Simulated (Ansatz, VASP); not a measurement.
# One calculation of MgO, two programs

```xyz
2
Lattice="0.0000 2.1159 2.1159 2.1159 0.0000 2.1159 2.1159 2.1159 0.0000" Properties=species:S:1:pos:R:3 pbc="T T T"
Mg    0.0000    0.0000    0.0000
O     2.1159    2.1159    2.1159
```

Alike in both runs: task single point; functional r2SCAN; k mesh 8 × 8 × 8; occupations gaussian, width 0.3 eV; no spin polarisation.

|  | VASP | Ansatz |
| --- | --- | --- |
| version | VASP 6.6.1 | Ansatz 0.2.0 |
| potentials or method | VASP PAW PBE potentials, release 64 (Mg, O), cutoff 660 eV | PAW, plane waves, scalar-relativistic |
| valence electrons in the cell | 8 | 16 |

VASP gave:

* pressure (GPa): -4.5

Problem. Estimate Ansatz's values.

Solution. Pressure (GPa): -3.1.

VASP's potentials were made for PBE, not for r2SCAN. VASP's potentials hold 8 valence electrons a cell and Ansatz's 16, so a difference there can come from the potentials and not from the codes.
